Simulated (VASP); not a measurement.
The system is SnTe.

```xyz
2
Lattice="0.0000 3.1893 3.1893 3.1893 0.0000 3.1893 3.1893 3.1893 0.0000" Properties=species:S:1:pos:R:3 pbc="T T T"
Sn    0.0000    0.0000    0.0000
Te    3.1893    3.1893    3.1893
```

Base run:

```yaml
Program: VASP 6.6.1
Functional: r2SCAN
Potentials_or_basis: VASP PAW PBE potentials, release 64 (Sn_d, Te)
Cutoff: 520 eV
k_mesh: 8 × 8 × 8
Occupations: fermi-dirac, width 0.02 eV
Spin: no spin polarisation
```

Its results: band gap on the k mesh 0.14 eV, direct; pressure -0.1 GPa.

Task: The run is repeated on the same cell with these changes: functional from r2SCAN to PBE; further incar settings from ALGO = Normal; EDIFF = 1e-06; NBANDS = 17 to ALGO = Normal; EDIFF = 1e-07; NBANDS = 17. What comes out?

Result: Band gap on the k mesh 0.01 eV, direct; pressure 0.6 GPa.

Caveats: spin-orbit coupling is left out, which moves the levels of the heavy elements; the PAW data sets were made with another functional, which shifts forces and pressure a little (some runs).

A k mesh can miss the band edges.
